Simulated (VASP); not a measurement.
A run of VASP 6.6.1:

File INCAR:

```
  PREC = Accurate
  ENCUT = 520
  EDIFF = 1E-7
  ISMEAR = 0
  SIGMA = 0.05
  LREAL = False
  LASPH = True
  NELM = 100
  ALGO = Fast
  ISIF = 2
  LWAVE = False
  LCHARG = False
  NBANDS = 18
```

KPOINTS

```
regular mesh
0
Gamma
  8 8 5
```

The input POSCAR:

```
La
1.0
    3.7500000000      0.0000000000      0.0000000000
   -1.8750000000      3.2475952642      0.0000000000
    0.0000000000      0.0000000000      6.0700000000
La
2
Direct
    0.6666666667      0.3333333333      0.7500000000
    0.3333333333      0.6666666667      0.2500000000
```

Potentials or basis: VASP PAW LDA potentials, release 64 (La).

The run is started by

```sh
$ cat potpaw_LDA.64/La/POTCAR > POTCAR
$ mpirun -np 1 vasp_std > vasp.out
```

Hardware: 1 thread of Intel(R) Xeon(R) Platinum 8259CL CPU @ 2.50GHz (Skylake/Cascade Lake) (shared host).

Q: How long does it take, and how much memory?

A: Wall time 3.4 min on 1 thread of Intel(R) Xeon(R) Platinum 8259CL CPU @ 2.50GHz (Skylake/Cascade Lake), with other jobs on the host, peak memory 0.19 GiB. Counts: scf iterations 75, k points 30.
